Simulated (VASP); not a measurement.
Runs of VASP 6.6.1 on TiAl3. The structure is that of space group Cmmm (No. 65), or close to it. The cells are those of the table. 

```csv
cell,further INCAR settings,gap on the mesh (eV),pressure (GPa)
"a = 3.959, b = 3.948 Å, angles 90.0, 98.6, 90.0°, 4 atoms",ALGO = Fast; EDIFF = 1e-06; NBANDS = 18,none,3.6
"a = 3.951, b = 3.948 Å, angles 90.0, 94.3, 90.0°, 4 atoms",ALGO = Fast; EDIFF = 1e-06; NBANDS = 18,none,(a)
"a = 3.949, b = 3.948 Å, angles 90.0, 87.9, 90.0°, 4 atoms",ALGO = Fast; EDIFF = 1e-07; NBANDS = 18,none,0.3
"a = 3.957, b = 3.948 Å, angles 90.0, 82.5, 90.0°, 4 atoms",ALGO = Fast; EDIFF = 1e-06; NBANDS = 18,none,2.8
"a = 3.955, b = 3.948 Å, angles 90.0, 83.6, 90.0°, 4 atoms",ALGO = Fast; EDIFF = 1e-07; NBANDS = 18,none,(b)
```

Alike in all rows: task single point; level PBEsol; potentials or basis VASP PAW PBE potentials, release 64 (Ti_sv, Al); no spin polarisation; k mesh 12 × 12 × 12; cutoff (eV) 520; smearing gaussian 0.15 eV.

Problem. Fill in the values left out.

Solution. (a) 0.9; (b) 2.1.

Caveats: the PAW data sets were made with another functional, which shifts forces and pressure a little; the stress differs along the axes, from -1 to 6 GPa (at least some runs); the stress differs along the axes, from -1 to 4 GPa (at least some runs).

A gap of «none» marks levels without a gap at the run's occupations.
